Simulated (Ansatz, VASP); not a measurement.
## Os: VASP beside Ansatz

File POSCAR:

```
Os
1.0
    2.7340999755      0.0000000000      0.0000000000
   -1.3670499878      2.3678000353      0.0000000000
    0.0000000000      0.0000000000      3.6717450000
Os
2
Direct
    0.3333333333      0.6666666667      0.2500000000
    0.6666666667      0.3333333333      0.7500000000
```

INCAR.step1

```
SYSTEM = Os
PREC = Accurate
ENCUT = 520
ISMEAR = 0
SIGMA = 0.15
LREAL = .FALSE.
LASPH = .TRUE.
NELM = 80
NBANDS = 15
GGA = PE
ALGO = Normal
EDIFF = 1E-4
LWAVE = .TRUE.
LCHARG = .FALSE.
```

The input INCAR.step2:

```
SYSTEM = Os
PREC = Accurate
ENCUT = 520
EDIFF = 1E-6
ISMEAR = 0
SIGMA = 0.15
LREAL = .FALSE.
LASPH = .TRUE.
NELM = 80
ALGO = Normal
ISIF = 2
LWAVE = .FALSE.
LCHARG = .FALSE.
METAGGA = R2SCAN
LMIXTAU = .TRUE.
NBANDS = 15
ISTART = 1
```

The input KPOINTS:

```
Automatic mesh
0
G
  21 21 12
  0 0 0
```

Input for Ansatz:

```yaml
crystal:
  lattice:
    - [2.7340999755, 0.0, 0.0]
    - [-1.3670499878, 2.3678000353, 0.0]
    - [0.0, 0.0, 3.671745]
  atoms:
    - { symbol: Os, position: [0.3333333333, 0.6666666667, 0.25] }
    - { symbol: Os, position: [0.6666666667, 0.3333333333, 0.75] }
basis:
  ecutwfc: 500
kpoints:
  mp_grid: { grid: [21, 21, 12] }
hamiltonian:
  xc: r2scan
scf:
  occupations: { method: gaussian, width: 0.15 }
output:
  forces: true
  stress: true
  eigenvalues: true
```

Change from the starting cell: strain -0.1500 x Voigt [0, 0, 1, 0, 0, 0], atoms carried along.

Alike in both runs: task single point; functional r2SCAN; k mesh 21 × 21 × 12; occupations gaussian, width 0.15 eV; no spin polarisation.

|  | VASP | Ansatz |
| --- | --- | --- |
| version | VASP 6.6.1 | Ansatz 0.2.0 |
| potentials or method | VASP PAW PBE potentials, release 64 (Os), cutoff 520 eV | scalar-relativistic, plane waves, PAW |
| valence electrons in the cell | 16 | 32 |

VASP gave:

```
gap on the k mesh at the Fermi level (eV)                     : none
pressure (GPa)                                                : 131.0
traceless stress, the component that is largest in VASP (GPa) : 95.17
```

**Question.** What did Ansatz give for the same quantities?

**Answer.** gap on the k mesh at the Fermi level (eV): none; pressure (GPa): 125.7; traceless stress, the component that is largest in VASP (GPa): 94.99.

VASP's potentials were made for PBE, not for r2SCAN. A gap of «none» marks a metal or a gap that the smearing closes. Both programs put the cell under a high pressure, so it lies far from rest at this level. With one functional, cell and mesh, what is left measures potentials, basis and numerics. VASP's potentials hold 16 valence electrons a cell and Ansatz's 32, so a difference there can come from the potentials and not from the codes.

Neither program's run includes spin-orbit coupling. Noted on VASP's run: the cell as given lies far from equilibrium.
